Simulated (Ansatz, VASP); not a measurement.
# Two plane-wave programs on B

```
B
1.0
     2.43843    1.40783    4.16472
    -2.43843    1.40783    4.16472
     0.00000   -2.81566    4.16472
B
12
Direct
  0.01064 0.65385 0.01064
  0.01064 0.01064 0.65385
  0.65385 0.01064 0.01064
  0.98936 0.34615 0.98936
  0.34615 0.98936 0.98936
  0.98936 0.98936 0.34615
  0.22164 0.62969 0.22164
  0.22164 0.22164 0.62969
  0.62969 0.22164 0.22164
  0.77836 0.37031 0.77836
  0.37031 0.77836 0.77836
  0.77836 0.77836 0.37031
```

Alike in both runs: functional PBEsol; k mesh 6 × 6 × 6; occupations gaussian, width 0.1 eV; no spin polarisation.

Ansatz relaxed the structure, and its values are those at the end. VASP's run is a single point on that final structure, the one shown.

```csv
,VASP,Ansatz
version,VASP 6.6.1,Ansatz 0.2.0
potentials or method,"VASP PAW PBE potentials, release 64 (B), cutoff 520 eV","scalar-relativistic, plane waves, PAW"
valence electrons in the cell,36,36
```

|  | VASP | Ansatz | Ansatz less VASP |
| --- | --- | --- | --- |
| gap on the k mesh at the Fermi level (eV) | 1.34 | 1.34 | +0.004 |
| least direct gap on the mesh (eV) | 1.70 | 1.70 | +0.004 |
| pressure (GPa) | 0.4 | 0.0 | -0.39 |
| rms of the force components (eV/Å) | 0.014 | 0.007 | -0.0076 |

VASP's potentials were made for PBE, not for PBEsol.
